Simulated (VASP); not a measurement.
AgCl, 2 atoms in the cell. Symmetry: R-3m, No. 166, trigonal system. The conventional cell has a = 3.922 Å, b = 3.922 Å, c = 9.144 Å, α = 90.00°, β = 90.00°, γ = 120.00°. Within 3.6 Å of Ag (site symmetry -3m) lie 6 Cl at 2.73 Å. Within 3.6 Å of Cl (site symmetry -3m) lie 6 Ag at 2.73 Å.  This cell differs from its parent crystal: strain along [111] -4.8%.

| Item | Value |
| --- | --- |
| Program | VASP 6.6.1 |
| Task | single point |
| Functional | r2SCAN |
| Potentials or basis | VASP PAW PBE potentials, release 64 (Ag, Cl) |
| Cutoff | 520 eV |
| k mesh | 8 × 8 × 8 |
| Occupations | gaussian, width 0.01 eV |
| Spin | no spin polarisation |
| Dipole correction | no |
| Further INCAR settings | ALGO = Normal; EDIFF = 1e-06; NBANDS = 16 |

Potentials or basis: VASP PAW PBE potentials, release 64 (Ag, Cl).

Command:

```bash
$ cat potpaw_PBE.64/Ag/POTCAR potpaw_PBE.64/Cl/POTCAR > POTCAR
$ cp INCAR.step1 INCAR
$ mpirun -np 1 vasp_std > vasp.out
$ cp INCAR.step2 INCAR
$ mpirun -np 1 vasp_std > vasp.out
```

Hardware: 1 thread of Intel(R) Xeon(R) Platinum 8488C (Sapphire Rapids), on a shared host.

Question: Estimate the wall time of this run.

Answer: Wall time 120 s on 1 thread of Intel(R) Xeon(R) Platinum 8488C (Sapphire Rapids) (shared host), peak memory 0.19 GiB. Counts: k points 65.
